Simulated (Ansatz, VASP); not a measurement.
## Pd in VASP and in Ansatz

File INCAR:

```
PREC = Accurate ; ENCUT = 520
EDIFF = 1E-6 ; ISMEAR = 0
SIGMA = 0.1 ; LREAL = False
LASPH = True ; NELM = 100
ALGO = Normal ; ISIF = 2
LWAVE = False ; LCHARG = False
GGA = PE ; NBANDS = 11
```

File KPOINTS:

```
regular mesh
0
Gamma
  8 8 8
```

Contents of POSCAR:

```
Pd
1.0
    0.0000000000      1.8946410406      1.8946410406
    1.8946410406      0.0000000000      1.8946410406
    1.8946410406      1.8946410406      0.0000000000
Pd
1
Direct
    0.0000000000      0.0000000000      0.0000000000
```

Input for Ansatz:

```yaml
crystal:
  lattice:
    - [0.0, 1.8946410406, 1.8946410406]
    - [1.8946410406, 0.0, 1.8946410406]
    - [1.8946410406, 1.8946410406, 0.0]
  atoms:
    - { symbol: Pd, position: [0.0, 0.0, 0.0] }
basis:
  ecutwfc: 420
kpoints:
  mp_grid: { grid: [8, 8, 8] }
hamiltonian:
  xc: pbe
scf:
  occupations: { method: gaussian, width: 0.1 }
output:
  forces: true
  stress: true
  eigenvalues: true
```

Alike in both runs: task single point; functional PBE; k mesh 8 × 8 × 8; occupations gaussian, width 0.1 eV; no spin polarisation.

|  | VASP | Ansatz |
| --- | --- | --- |
| version | VASP 6.6.1 | Ansatz 0.2.0 |
| potentials or method | VASP PAW PBE potentials, release 64 (Pd), cutoff 520 eV | scalar-relativistic, plane waves, PAW |
| valence electrons in the cell | 10 | 18 |

```csv
,VASP,Ansatz,Ansatz less VASP
gap on the k mesh at the Fermi level (eV),none,none,-
pressure (GPa),28.3,28.8,+0.46
```

A gap of «none» marks a metal or a gap that the smearing closes. Both programs put the cell under a high pressure, so it lies far from rest at this level. The functional is the same, so the differences come from potentials, cutoffs and numerics. VASP's potentials hold 10 valence electrons a cell and Ansatz's 18, so a difference there can come from the potentials and not from the codes.
